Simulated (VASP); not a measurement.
# SnTe in VASP: further runs, part 2 of 3

VASP 6.6.1.

## (4) Single point, PBEsol

This run uses another cell than the first one, of the same volume but with other edges.

The input, INCAR:

```
PREC = Accurate
ENCUT = 520
EDIFF = 1E-6
ISMEAR = -1
SIGMA = 0.05
LREAL = False
LASPH = True
NELM = 60
ALGO = Normal
ISIF = 2
LWAVE = False
LCHARG = True
GGA = PS
LELF = True
LVHAR = True
NBANDS = 17
```

The input, KPOINTS:

```
Automatic mesh
0
Gamma
  7 7 7
```

The input, POSCAR:

```
SnTe
1.0
   -0.0630170000      3.1508500000      3.1508500000
    3.1508500000     -0.0630170000      3.1508500000
    3.0878330000      3.0878330000      0.0000000000
Te Sn
1 1
Direct
    0.5000000000      0.5000000000      0.5000000000
    0.0000000000      0.0000000000      0.0000000000
```

Potentials or basis: VASP PAW PBE potentials, release 64 (Te, Sn_d).

The run is started by

```sh
cat potpaw_PBE.64/Te/POTCAR potpaw_PBE.64/Sn_d/POTCAR > POTCAR
mpirun -np 1 vasp_std > vasp.out
```

OUTCAR:

```text
PREC = Accurate
   ENCUT = 520
   EDIFF = 1E-6
   ISMEAR = -1
   LREAL = False
   LASPH = True
   NELM = 60
   ISIF = 2
   GGA = PS

 ion  position               nearest neighbor table
   1  0.500  0.500  0.500-   2 3.15   2 3.15   2 3.15   2 3.15   2 3.15   2 3.15
   2  0.000  0.000  0.000-   1 3.15   1 3.15   1 3.15   1 3.15   1 3.15   1 3.15

  LATTYP: Found a body centered orthorhombic cell.
 ALAT       =     4.3668553069
 B/A-ratio  =     1.0408163265
 C/A-ratio  =     1.4430750636

  Lattice vectors:

 A1 = (   0.0630170000,  -3.1508500000,  -3.1508500000)
 A2 = (  -0.0630170000,   3.1508500000,  -3.1508500000)
 A3 = (   3.1508500000,  -0.0630170000,   3.1508500000)

Analysis of symmetry for initial positions (statically):
=====================================================================
 Subroutine PRICEL returns:
 Original cell was already a primitive cell.

 Routine SETGRP: Setting up the symmetry group for a
 body centered orthorhombic supercell.

 Subroutine GETGRP returns: Found  8 space group operations
 (whereof  8 operations were pure point group operations)
 out of a pool of  8 trial point group operations.

The static configuration has the point symmetry D_2h.

Analysis of symmetry for dynamics (positions and initial velocities):
=====================================================================
 Subroutine PRICEL returns:
 Original cell was already a primitive cell.

 Routine SETGRP: Setting up the symmetry group for a
 body centered orthorhombic supercell.

 Subroutine GETGRP returns: Found  8 space group operations
 (whereof  8 operations were pure point group operations)
 out of a pool of  8 trial point group operations.

The dynamic configuration has the point symmetry D_2h.

 Subroutine INISYM returns: Found  8 space group operations
 (whereof  8 operations are pure point group operations),
[... 112 lines left out ...]
   EFERMI_NEDOS =   21; number of points for ismear=-14 and -15
   IALGO  =     38    algorithm
   IMIX   =      4    mixing-type and parameters
     AMIX     =   0.40;   BMIX     =  1.00
     AMIX_MAG =   1.60;   BMIX_MAG =  1.00
  volume/ion in A,a.u.               =      31.27       211.01
  Fermi-wavevector in a.u.,A,eV,Ry     =   1.119537  2.115618 17.053032  1.253363
  Thomas-Fermi vector in A             =   2.256177
   LORBIT       =      0    0 simple, 1 ext, 2 COOP (PROOUT), +10 PAW based schemes
   GGA     = PS    functional components
   LHFCALC =     F    Hartree Fock is set to
   AEXX    =    0.0000 exact exchange contribution
   IVDW    =     0    specifies the selected vdW correction
   LEPSILON=     F    determine dielectric tensor
   LRPA    =     F    only Hartree local field effects (RPA)
 non-spin polarized calculation
  energy-cutoff  :      520.00
  volume of cell :       62.54
 maximum number of plane-waves:      1703
 NGX is ok and might be reduce to    36

 number of electron      20.0000004 magnetization

 Free energy of the ion-electron system (eV)
  ---------------------------------------------------
  ext. energy  EPLUGINS =         0.00000000
  ---------------------------------------------------
  free energy    TOTEN  =        -8.33920501 eV

  energy without entropy =       -8.33895390  energy(sigma->0) =       -8.33907945

 E-fermi :   6.8225     XC(G=0):  -9.6576

 val. band max:        6.6127874402   @ k =   0.4286  -0.0000   0.0000
 cond. band min:       7.0392747539   @ k =   0.0000   0.0000   0.4286
 fundamental gap:      0.4264873137
 Fermi energy:         6.8224895477

 k-point     1 :       0.0000    0.0000    0.0000
  band No.  band energies     occupation
      1     -14.9765      2.00000
      2     -14.9763      2.00000
      3     -14.9691      2.00000
      4     -14.9690      2.00000
      5     -14.9687      2.00000
      6      -6.0168      2.00000
[... 457 lines left out ...]
      4     -14.9653      2.00000
      5     -14.9636      2.00000
      6      -5.4146      2.00000
[... 9 lines left out ...]
     16      13.6733      0.00000
     17      15.4440      0.00000

 [... further k-points ...]

------------------------ aborting loop because EDIFF is reached ----------------------------------------

  FORCE on cell =-STRESS in cart. coord.  units (eV):
  Direction    XX          YY          ZZ          XY          YZ          ZX
  --------------------------------------------------------------------------------------
  -------------------------------------------------------------------------------------
  Total       -0.1522190     -0.1522190     -0.1593614      0.2649742      0.0000000      0.0000000
  in kB       -3.8997780     -3.8997780     -4.0827651      6.7885133      0.0000000      0.0000000
  external PRESSURE =      -3.9607737 kB  Pullay stress =       0.0000000 kB

 VOLUME and BASIS-vectors are now :
 -----------------------------------------------------------------------------
  energy-cutoff  :      520.00
  volume of cell :       62.54
      direct lattice vectors                 reciprocal lattice vectors
    -0.063017000  3.150850000  3.150850000    -0.155575822  0.155575822  0.158687338
     3.150850000 -0.063017000  3.150850000     0.155575822 -0.155575822  0.158687338
     3.087833000  3.087833000  0.000000000     0.161925855  0.161925855 -0.158687338

 POSITION                                       TOTAL-FORCE (eV/Angst)
 -----------------------------------------------------------------------------------
      3.08783      3.08783      3.15085        -0.000000     -0.000000      0.000000
      0.00000      0.00000      0.00000         0.000000      0.000000     -0.000000
 -----------------------------------------------------------------------------------
    total drift:                               -0.000000      0.000000      0.000000

  FREE ENERGIE OF THE ION-ELECTRON SYSTEM (eV)
  ---------------------------------------------------
  free  energy   TOTEN  =        -8.3392050075 eV

  energy  without entropy=       -8.3389539024  energy(sigma->0) =       -8.33907945
```

OSZICAR:

```text
N       E                     dE             d eps       ncg     rms          rms(c)
DAV:   1     0.124366976922E+03    0.12437E+03   -0.95029E+03  2189   0.134E+03
DAV:   2     0.287617362470E+01   -0.12149E+03   -0.11824E+03  2304   0.327E+02
DAV:   3    -0.806744250306E+01   -0.10944E+02   -0.10836E+02  2674   0.881E+01
DAV:   4    -0.838298671760E+01   -0.31554E+00   -0.31534E+00  2595   0.155E+01
DAV:   5    -0.839511906778E+01   -0.12132E-01   -0.12132E-01  3209   0.295E+00    0.485E+00
DAV:   6    -0.834176488296E+01    0.53354E-01   -0.11709E-01  3039   0.266E+00    0.307E+00
DAV:   7    -0.833981484392E+01    0.19500E-02   -0.44494E-02  2816   0.126E+00    0.722E-01
DAV:   8    -0.833916048096E+01    0.65436E-03   -0.68644E-03  2807   0.691E-01    0.155E-01
DAV:   9    -0.833922828155E+01   -0.67801E-04   -0.57556E-04  2981   0.208E-01    0.390E-02
DAV:  10    -0.833920586635E+01    0.22415E-04   -0.76879E-05  2947   0.786E-02    0.204E-02
DAV:  11    -0.833920521335E+01    0.65300E-06   -0.30079E-05  2877   0.449E-02    0.248E-02
DAV:  12    -0.833920500750E+01    0.20585E-06   -0.26081E-06  2376   0.139E-02
   1 F= -.83392050E+01 E0= -.83390795E+01  d E =-.251105E-03
```

Wall time 26 s (1 thread of Intel Xeon 6975P-C (Granite Rapids), shared host); peak memory 0.23 GiB.

Results:

```
Free energy            : -8.3392 eV
Pressure               : -0.4 GPa
Band gap on the k mesh : 0.43 eV, indirect (least direct gap 0.61 eV)
```

Stress tensor (GPa, compression positive):
```
-0.39  0.68  0.00
 0.68 -0.39  0.00
 0.00  0.00 -0.41
```

Levels at points of the mesh, in eV from the valence-band top:
| k point | band 8 | band 9 | band 10 | band 11 | band 12 | band 13 |
| --- | --- | --- | --- | --- | --- | --- |
| (0.00, 0.00, 0.00) | -2.12 | -1.95 | -1.75 | 3.48 | 3.52 | 3.60 |

Caveat: the PAW data sets were made with another functional, which shifts forces and pressure a little; spin-orbit coupling is left out, which moves the levels of the heavy elements. A k mesh can miss the band edges.

[end of part 2 of 3]
